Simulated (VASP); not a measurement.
# Al2O3 (R-3c) in VASP: notebook

The runs below take Al2O3 through single point, with PBEsol.

Program: VASP 6.6.1. These are calculated values, not measurements. Logs are shortened: lines on timing, memory, paths and dates and some standing lists are left out, and cuts for length are marked.

### Step 1. The cell of the first run

Symmetry: R-3c, No. 167, trigonal system. Conventional cell: a = 4.883 Å, b = 4.883 Å, c = 14.424 Å, α = 90.00°, β = 90.00°, γ = 120.00°. Al (site symmetry 3) has 6 O at 1.94 to 2.10 Å within 2.6 Å. O (site symmetry 2) has 4 Al at 1.94 to 2.10 Å and 2 O at 2.59 Å within 2.6 Å.

### Step 2. Single point, PBEsol (9.93 Å³/atom)

File INCAR:

```
PREC = Accurate
ENCUT = 520
EDIFF = 1E-6
ISMEAR = 0
SIGMA = 0.05
LREAL = False
LASPH = True
NELM = 60
ALGO = Normal
ISIF = 2
LWAVE = False
LCHARG = False
GGA = PS
NBANDS = 35
```

File KPOINTS:

```
regular mesh
0
Gamma
  6 6 6
```

File POSCAR:

```
Al2O3
1.0
    2.4416028330      1.4096600529      4.8080042988
   -2.4416028330      1.4096600529      4.8080042988
    0.0000000000     -2.8193201058      4.8080042988
Al O
4 6
Direct
    0.8520350473      0.8520350473      0.8520350473
    0.6479649527      0.6479649527      0.6479649527
    0.1479649527      0.1479649527      0.1479649527
    0.3520350473      0.3520350473      0.3520350473
    0.0558571577      0.4441428423      0.7500000000
    0.7500000000      0.0558571577      0.4441428423
    0.4441428423      0.7500000000      0.0558571577
    0.9441428423      0.5558571577      0.2500000000
    0.2500000000      0.9441428423      0.5558571577
    0.5558571577      0.2500000000      0.9441428423
```

Potentials or basis: VASP PAW PBE potentials, release 64 (Al, O).

Launch:

```console
$ cat potpaw_PBE.64/Al/POTCAR potpaw_PBE.64/O/POTCAR > POTCAR
$ mpirun -np 1 vasp_std > vasp.out
```

OUTCAR:

```text
PREC = Accurate
   ENCUT = 520
   EDIFF = 1E-6
   ISMEAR = 0
   LREAL = False
   LASPH = True
   NELM = 60
   ISIF = 2
   GGA = PS

 ion  position               nearest neighbor table
   1  0.852  0.852  0.852-  10 1.94   8 1.94   9 1.94   5 2.10   7 2.10   6 2.10   3 2.87   3 2.87
                             3 2.87   2 2.94
   2  0.648  0.648  0.648-   9 1.94   8 1.94  10 1.94   5 2.10   7 2.10   6 2.10   4 2.87   4 2.87
                             4 2.87   1 2.94
   3  0.148  0.148  0.148-   7 1.94   5 1.94   6 1.94   8 2.10   9 2.10  10 2.10   1 2.87   1 2.87
                             1 2.87   4 2.94
   4  0.352  0.352  0.352-   6 1.94   5 1.94   7 1.94   8 2.10   9 2.10  10 2.10   2 2.87   2 2.87
                             2 2.87   3 2.94
   5  0.056  0.444  0.750-   3 1.94   4 1.94   1 2.10   2 2.10
   6  0.750  0.056  0.444-   4 1.94   3 1.94   1 2.10   2 2.10
   7  0.444  0.750  0.056-   3 1.94   4 1.94   1 2.10   2 2.10
   8  0.944  0.556  0.250-   1 1.94   2 1.94   3 2.10   4 2.10
   9  0.250  0.944  0.556-   2 1.94   1 1.94   3 2.10   4 2.10
  10  0.556  0.250  0.944-   1 1.94   2 1.94   3 2.10   4 2.10

  LATTYP: Found a trigonal (rhomboedric) cell.
 ALAT       =     5.5736407488
 COS(alpha) =     0.6162025448

  Lattice vectors:

 A1 = (   2.4416028330,   1.4096600529,   4.8080042988)
 A2 = (  -2.4416028330,   1.4096600529,   4.8080042988)
 A3 = (   0.0000000000,  -2.8193201058,   4.8080042988)

Analysis of symmetry for initial positions (statically):
=====================================================================
 Subroutine PRICEL returns:
 Original cell was already a primitive cell.

 Routine SETGRP: Setting up the symmetry group for a
 trigonal (rhombohedral) supercell.

 Subroutine GETGRP returns: Found 12 space group operations
 (whereof  6 operations were pure point group operations)
 out of a pool of 12 trial point group operations.

The static configuration has the point symmetry S_6 .
 The point group associated with its full space group is D_3d.

Analysis of symmetry for dynamics (positions and initial velocities):
=====================================================================
 Subroutine PRICEL returns:
 Original cell was already a primitive cell.

 Routine SETGRP: Setting up the symmetry group for a
 trigonal (rhombohedral) supercell.

 Subroutine GETGRP returns: Found 12 space group operations
 (whereof  6 operations were pure point group operations)
 out of a pool of 12 trial point group operations.

The dynamic configuration has the point symmetry S_6 .
 The point group associated with its full space group is D_3d.

 Subroutine INISYM returns: Found 12 space group operations
 (whereof  6 operations are pure point group operations),
 and found     1 'primitive' translations

----------------------------------------------------------------------------------------

                                     Primitive cell

  volume of cell :      99.2900

  direct lattice vectors                    reciprocal lattice vectors
     2.441602833  1.409660053  4.808004299     0.204783511  0.118231815  0.069328834
    -2.441602833  1.409660053  4.808004299    -0.204783511  0.118231815  0.069328834
     0.000000000 -2.819320106  4.808004299     0.000000000 -0.236463630  0.069328834

  length of vectors
     5.573640749  5.573640749  5.573640749     0.246417401  0.246417401  0.246417401

  position of ions in fractional coordinates (direct lattice)
     0.852035047  0.852035047  0.852035047
     0.647964953  0.647964953  0.647964953
     0.147964953  0.147964953  0.147964953
     0.352035047  0.352035047  0.352035047
     0.055857158  0.444142842  0.750000000
     0.750000000  0.055857158  0.444142842
     0.444142842  0.750000000  0.055857158
     0.944142842  0.555857158  0.250000000
     0.250000000  0.944142842  0.555857158
     0.555857158  0.250000000  0.944142842

  ion indices of the primitive-cell ions
   primitive index   ion index
                 1           1
                 2           2
                 3           3
                 4           4
                 5           5
                 6           6
                 7           7
                 8           8
                 9           9
                10          10

----------------------------------------------------------------------------------------

 KPOINTS: regular mesh

Automatic generation of k-mesh.
 Grid dimensions read from file:
 generate k-points for:    6    6    6

 Generating k-lattice:

  Cartesian coordinates                     Fractional coordinates (reciprocal lattice)
     0.034130585  0.019705303  0.011554806     0.166666667 -0.000000000  0.000000000
    -0.034130585  0.019705303  0.011554806    -0.000000000  0.166666667  0.000000000
     0.000000000 -0.039410605  0.011554806     0.000000000  0.000000000  0.166666667

  Length of vectors
     0.041069567  0.041069567  0.041069567

  Shift w.r.t. Gamma in fractional coordinates (k-lattice)
     0.000000000  0.000000000  0.000000000

 Subroutine IBZKPT returns following result:
 ===========================================

 Found     32 irreducible k-points:

 Following reciprocal coordinates:
            Coordinates               Weight
  0.000000  0.000000  0.000000      1.000000
  0.166667  0.000000 -0.000000      6.000000
  0.333333  0.000000  0.000000      6.000000
  0.500000  0.000000 -0.000000      3.000000
  0.166667  0.166667 -0.000000      6.000000
  0.333333  0.166667  0.000000     12.000000
[... 16 lines left out ...]
  0.500000  0.500000  0.166667      6.000000
 -0.333333  0.500000  0.166667     12.000000
 [... further k-points ...]
   k-points           NKPTS =     32   k-points in BZ     NKDIM =     32   number of bands    NBANDS=     35
   number of dos      NEDOS =    301   number of ions     NIONS =     10
   total plane-waves  NPLWV =  74088
   dimension x,y,z NGX =    42 NGY =   42 NGZ =   42
   dimension x,y,z NGXF=    84 NGYF=   84 NGZF=   84
   ions per type =               4   6
   NGX,Y,Z   is equivalent  to a cutoff of  12.53, 12.53, 12.53 a.u.
   NGXF,Y,Z  is equivalent  to a cutoff of  25.05, 25.05, 25.05 a.u.
 SYSTEM =  unknown system
   PREC   = accura    normal or accurate (medium, high low for compatibility)
   ISTART =      0    job   : 0-new  1-cont  2-samecut
   ICHARG =      2    charge: 1-file 2-atom 10-const
   ISPIN  =      1    spin polarized calculation?
   LNONCOLLINEAR =      F non collinear calculations
   LSORBIT =      F    spin-orbit coupling
   LASPH  =      T    aspherical Exc in radial PAW
   ENCUT  =  520.0 eV  38.22 Ry    6.18 a.u.  10.36 10.36 10.36*2*pi/ulx,y,z
   NELM   =     60;   NELMIN=  2; NELMDL= -5     # of ELM steps
   EDIFF  = 0.1E-05   stopping-criterion for ELM
   LREAL  =      F    real-space projection
   EDIFFG = 0.1E-04   stopping-criterion for IOM
   NSW    =      0    number of steps for IOM
   IBRION =     -1    ionic relax: 0-MD 1-quasi-New 2-CG
   NFREE  =      0    steps in history (QN), initial steepest desc. (CG)
   ISIF   =      2    stress and relaxation
   ISYM   =      2    0-nonsym 1-usesym 2-fastsym
   POTIM  = 0.5000    time-step for ionic-motion
   TEBEG  =    0.0;   TEEND  =   0.0 temperature during run
   PSTRESS=    0.0 pullay stress
   NELECT =      48.0000    total number of electrons
   NUPDOWN=      -1.0000    fix difference up-down
   EMIN   =  10.00;   EMAX   =-10.00  energy-range for DOS
   EFERMI =   0.00;   METHOD = LEGACY
   ISMEAR =     0;   SIGMA  =   0.05  broadening in eV -4-tet -1-fermi 0-gaus
   EFERMI_NEDOS =   21; number of points for ismear=-14 and -15
   IALGO  =     38    algorithm
   IMIX   =      4    mixing-type and parameters
     AMIX     =   0.40;   BMIX     =  1.00
     AMIX_MAG =   1.60;   BMIX_MAG =  1.00
  volume/ion in A,a.u.               =       9.93        67.00
  Fermi-wavevector in a.u.,A,eV,Ry     =   1.284853  2.428020 22.461136  1.650847
  Thomas-Fermi vector in A             =   2.417022
   LORBIT       =      0    0 simple, 1 ext, 2 COOP (PROOUT), +10 PAW based schemes
   GGA     = PS    functional components
   LHFCALC =     F    Hartree Fock is set to
   AEXX    =    0.0000 exact exchange contribution
   IVDW    =     0    specifies the selected vdW correction
   LEPSILON=     F    determine dielectric tensor
   LRPA    =     F    only Hartree local field effects (RPA)
 non-spin polarized calculation
 Gauss-broadening in eV      SIGMA  =   0.05
  energy-cutoff  :      520.00
  volume of cell :       99.29
 maximum number of plane-waves:      2691
 NGX is ok and might be reduce to    42
   NGX = 21   NGY = 21   NGZ = 21

 number of electron      47.9999994 magnetization

 Free energy of the ion-electron system (eV)
  ---------------------------------------------------
  ext. energy  EPLUGINS =         0.00000000
  ---------------------------------------------------
  free energy    TOTEN  =       -77.01950032 eV

  energy without entropy =      -77.01950032  energy(sigma->0) =      -77.01950032

 E-fermi :   4.9163     XC(G=0): -11.1846

 val. band max:        4.6234596926   @ k =   0.0000   0.0000   0.0000
 cond. band min:       8.6049571488   @ k =   0.0000   0.0000   0.0000
 fundamental gap:      3.9814974562
 Fermi energy:         4.9163275347

 k-point     1 :       0.0000    0.0000    0.0000
  band No.  band energies     occupation
      1     -13.7151      2.00000
      2     -12.1446      2.00000
      3     -11.5991      2.00000
      4     -11.5991      2.00000
      5     -11.3804      2.00000
      6     -11.3804      2.00000
[... 27 lines left out ...]
     34      16.0612      0.00000
     35      16.6028      0.00000

 k-point     2 :       0.1667    0.0000   -0.0000
  band No.  band energies     occupation
      1     -13.5933      2.00000
      2     -12.1197      2.00000
      3     -11.7190      2.00000
      4     -11.6270      2.00000
      5     -11.4377      2.00000
      6     -11.4081      2.00000
[... 828 lines left out ...]
 k-point    24 :      -0.3333    0.5000    0.1667
  band No.  band energies     occupation
      1     -12.6758      2.00000
      2     -12.4110      2.00000
      3     -12.1533      2.00000
      4     -11.9708      2.00000
      5     -11.6127      2.00000
      6     -11.4336      2.00000
[... 27 lines left out ...]
     34      16.6013      0.00000
     35      16.6804      0.00000

 [... further k-points ...]

------------------------ aborting loop because EDIFF is reached ----------------------------------------

  FORCE on cell =-STRESS in cart. coord.  units (eV):
  Direction    XX          YY          ZZ          XY          YZ          ZX
  --------------------------------------------------------------------------------------
  -------------------------------------------------------------------------------------
  Total      -10.8635150    -10.8635150    -26.2200470      0.0000000      0.0000000      0.0000000
  in kB     -175.2973855   -175.2973855   -423.0956280      0.0000000      0.0000000      0.0000000
  external PRESSURE =    -257.8967997 kB  Pullay stress =       0.0000000 kB

 VOLUME and BASIS-vectors are now :
 -----------------------------------------------------------------------------
  energy-cutoff  :      520.00
  volume of cell :       99.29
      direct lattice vectors                 reciprocal lattice vectors
     2.441602833  1.409660053  4.808004299     0.204783511  0.118231815  0.069328834
    -2.441602833  1.409660053  4.808004299    -0.204783511  0.118231815  0.069328834
     0.000000000 -2.819320106  4.808004299     0.000000000 -0.236463630  0.069328834

 POSITION                                       TOTAL-FORCE (eV/Angst)
 -----------------------------------------------------------------------------------
      0.00000      0.00000     12.28976         0.000000     -0.000000     -0.095269
      0.00000      0.00000      9.34625         0.000000     -0.000000      0.095269
      0.00000      0.00000      2.13425         0.000000     -0.000000      0.095269
      0.00000      0.00000      5.07776         0.000000     -0.000000     -0.095269
     -0.94804     -1.40966      6.01001         0.096335     -0.000000      0.000000
      1.69482     -0.11620      6.01001        -0.048168      0.083429     -0.000000
     -0.74678      1.52586      6.01001        -0.048168     -0.083429     -0.000000
      0.94804      1.40966      8.41401        -0.096335     -0.000000      0.000000
     -1.69482      0.11620      8.41401         0.048168     -0.083429     -0.000000
      0.74678     -1.52586      8.41401         0.048168      0.083429     -0.000000
 -----------------------------------------------------------------------------------
    total drift:                               -0.000000      0.000000      0.000000

  FREE ENERGIE OF THE ION-ELECTRON SYSTEM (eV)
  ---------------------------------------------------
  free  energy   TOTEN  =       -77.0195003249 eV

  energy  without entropy=      -77.0195003249  energy(sigma->0) =      -77.01950032
```

Run time: 96 s. Hardware: 1 thread of Intel Xeon Platinum 8488C (Sapphire Rapids), shared host; peak memory 0.28 GiB.

What came out:

```yaml
Free_energy: -77.0195 eV
Pressure: -25.8 GPa
Largest_force: 0.096 eV/Å
Band_gap_on_the_k_mesh: 3.98 eV
```

Forces in eV/Å, atoms in the order of the input:
```
Al   0.000  0.000 -0.095
Al   0.000  0.000  0.095
Al   0.000  0.000  0.095
Al   0.000  0.000 -0.095
O    0.096  0.000  0.000
O   -0.048  0.083  0.000
O   -0.048 -0.083  0.000
O   -0.096  0.000  0.000
O    0.048 -0.083  0.000
O    0.048  0.083  0.000
```

Levels at points of the mesh, in eV from the valence-band top:
| k point | band 22 | band 23 | band 24 | band 25 | band 26 | band 27 |
| --- | --- | --- | --- | --- | --- | --- |
| (0.00, 0.00, 0.00) | -0.40 | 0.00 | 0.00 | 3.98 | 8.12 | 8.36 |
| (0.50, 0.00, 0.00) | -0.89 | -0.46 | -0.46 | 7.04 | 7.04 | 7.81 |
| (0.50, 0.50, 0.00) | -0.92 | -0.81 | -0.43 | 7.20 | 7.79 | 8.60 |
| (0.50, 0.50, 0.50) | -0.23 | -0.23 | -0.23 | 6.83 | 6.83 | 9.15 |

Caveat: the stress differs along the axes, from -42 to -18 GPa; the PAW data sets were made with another functional, which shifts forces and pressure a little. Expect the measured gap to be larger: semilocal functionals such as PBEsol lack the derivative discontinuity.

### Step 3. Single point, PBEsol (9.93 Å³/atom)

File INCAR:

```
PREC = Accurate
ENCUT = 520
EDIFF = 1E-7
ISMEAR = 0
SIGMA = 0.05
LREAL = F
LASPH = T
NELM = 80
ALGO = Normal
ISIF = 2
LWAVE = F
LCHARG = F
GGA = PS
NBANDS = 35
```

KPOINTS is that of step 2.

POSCAR: that of step 2 with these lines changed.

```diff
@@ -2,5 +2,5 @@
 1.0
-    2.4416028330      1.4096600529      4.8080042988
-   -2.4416028330      1.4096600529      4.8080042988
-    0.0000000000     -2.8193201058      4.8080042988
+    2.5756508834      1.4870527309      4.3205685019
+   -2.5756508834      1.4870527309      4.3205685019
+    0.0000000000     -2.9741054618      4.3205685019
 Al O
```

Potentials or basis: VASP PAW PBE potentials, release 64 (Al, O).

Launch:

```console
$ cat potpaw_PBE.64/Al/POTCAR potpaw_PBE.64/O/POTCAR > POTCAR
$ mpirun -np 1 vasp_std > vasp.out
```

Run time: 67 s. Hardware: 1 thread of Intel Xeon Platinum 8488C (Sapphire Rapids), shared host; peak memory 0.26 GiB.

Results (log left out):

```yaml
Free_energy: -76.9141 eV
Pressure: -27.0 GPa
Largest_force: 0.424 eV/Å
Band_gap_on_the_k_mesh: 3.73 eV
```

Forces on the atoms (eV/Å):
```
Al   0.000  0.000  0.424
Al   0.000  0.000 -0.424
Al   0.000  0.000 -0.424
Al   0.000  0.000  0.424
O   -0.354  0.000  0.000
O    0.177 -0.307  0.000
O    0.177  0.307  0.000
O    0.354  0.000  0.000
O   -0.177  0.307  0.000
O   -0.177 -0.307  0.000
```

Stress tensor (GPa, compression positive):
```
-35.89   0.00   0.00
  0.00 -35.89   0.00
  0.00   0.00  -9.17
```

Levels at points of the mesh, in eV from the valence-band top:
```tsv
k point	band 22	band 23	band 24	band 25	band 26	band 27
(0.00, 0.00, 0.00)	-0.59	-0.59	0.00	3.73	6.94	8.56
(0.50, 0.00, 0.00)	-1.00	-0.43	-0.43	7.07	7.07	7.65
(0.50, 0.50, 0.00)	-1.19	-0.75	-0.40	7.34	7.51	7.57
(0.50, 0.50, 0.50)	-0.87	-0.87	-0.87	6.29	6.29	9.41
```

Caveat: the stress differs along the axes, from -36 to -9 GPa; the PAW data sets were made with another functional, which shifts forces and pressure a little. A hybrid or GW would open this gap; PBEsol tends to underestimate it.
